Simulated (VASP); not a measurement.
Runs of VASP 6.6.1 on In3Se. The structure is that of space group Pm-3m (No. 221), or close to it. The cells are those of the table. The cell was built from a structure type or drawn by symmetry, and may not be a known phase.

| task | cell | k mesh | cutoff (eV) | gap on the mesh (eV) | pressure (GPa) |
| --- | --- | --- | --- | --- | --- |
| single point | a = 4.806 Å, 4 atoms | 4 × 4 × 4 | 520 | none | -0.2 |
| relaxation of cell and atoms | relaxed from a = 5.061 Å, 4 atoms | 4 × 4 × 4 | 600 | none | -0.1 |
| single point | a = 4.788 Å, 4 atoms | 10 × 10 × 10 | 520 | none | 0.0 |
| single point | a = 5.061 Å, 4 atoms | 4 × 4 × 4 | 520 | none | (a) |

Alike in all rows: level PBE; potentials or basis VASP PAW PBE potentials, release 64 (In_d, Se); no spin polarisation; smearing gaussian 0.1 eV.

**Question.** Estimate the missing entries.

**Answer.** (a) -3.5.

Caveats: spin-orbit coupling is left out, which moves the levels of the heavy elements; the cell stands under tension (at least some runs).

A k mesh can miss the band edges, and the runs leave out spin-orbit coupling on In, Se.

A gap of «none» marks levels without a gap at the run's occupations.
